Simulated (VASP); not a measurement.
A run of VASP 6.6.1 is set up as follows.

INCAR

```
PREC     = Accurate       # precision mode
ENCUT    = 910            # plane-wave cutoff, eV
EDIFF    = 1E-6           # SCF threshold, eV
ISMEAR   = 0              # smearing method
SIGMA    = 0.05           # smearing width, eV
LREAL    = F              # projectors in reciprocal space
LASPH    = T              # aspherical terms in the spheres
NELM     = 120            # most SCF steps
ALGO     = Normal         # electronic algorithm
ISIF     = 2              # what is computed and relaxed
LWAVE    = F              # write WAVECAR
LCHARG   = F              # write CHGCAR
LDIPOL   = T            
IDIPOL   = 3            
DIPOL    = 0.5 0.5 0.654
GGA      = PE             # functional
IVDW     = 12             # dispersion correction
NBANDS   = 17             # bands
GGA_COMPAT= F            
NELMDL   = -8
```

Contents of KPOINTS:

```
Automatic mesh
0
Gamma
  2 3 1
```

POSCAR

```
H2CO2
1.0
    8.0267120191      0.0000000000      0.0000000000
    0.0000000000      5.6757424993      0.0000000000
    0.0000000000      0.0000000000     29.9598497646
O C H
2 1 2
Direct
    0.4182208905      0.7793981986      0.6234484563
    0.5307658561      0.9199559661      0.6876660557
    0.4776526785      0.7584158894      0.6657057266
    0.4301702313      0.9472013268      0.6151935845
    0.4703379482      0.5726817084      0.6766600718
```

Potentials or basis: VASP PAW PBE potentials, release 64 (O_h, C_h, H_h).

The run is started by

```sh
$ cat potpaw_PBE.64/O_h/POTCAR potpaw_PBE.64/C_h/POTCAR potpaw_PBE.64/H_h/POTCAR > POTCAR
$ mpirun -np 1 vasp_std > vasp.out
```

(1) Estimate the largest force.

(2) Estimate the gap between the frontier levels.

(3) What does it give for the dispersion energy per atom?

Results:

(1) 0.406 eV/Å.

(2) 5.31 eV.

(3) -0.011 eV.
